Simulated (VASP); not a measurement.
Here is a VASP 6.6.1 calculation.

INCAR

```
PREC = Accurate
ENCUT = 500
EDIFF = 1E-6
ISMEAR = 0
SIGMA = 0.2
LREAL = F
LASPH = T
NELM = 120
ALGO = Normal
ISIF = 2
LWAVE = F
LCHARG = T
GGA = PE
LELF = T
LVHAR = T
NBANDS = 19
GGA_COMPAT = F
```

The input KPOINTS:

```
Automatic mesh
0
Gamma
  3 3 5
```

POSCAR

```
Si4S
1.0
    5.8876058467      0.0000000000      0.0000000000
    0.0000000000      5.8876058467      0.0000000000
    0.0000000000      0.0000000000      2.5495624392
Si S
4 1
Direct
    0.7063447435      0.2936552565      0.5000000000
    0.2936552565      0.7063447435      0.5000000000
    0.7063447435      0.7063447435      0.5000000000
    0.2936552565      0.2936552565      0.5000000000
    0.0000000000      0.0000000000      0.5000000000
```

Potentials or basis: VASP PAW PBE potentials, release 64 (Si, S).

Command:

```bash
$ cat potpaw_PBE.64/Si/POTCAR potpaw_PBE.64/S/POTCAR > POTCAR
$ mpirun -np 1 vasp_std > vasp.out
```

(1) Estimate the pressure.

(2) Estimate the band gap on the k mesh.

## Answers

(1) 0.1 GPa.

(2) zero (band 11 reaches 9.09 eV, above the bottom of band 12 at 5.67 eV).

Caveat: the k points lie up to 0.49 Å⁻¹ apart.
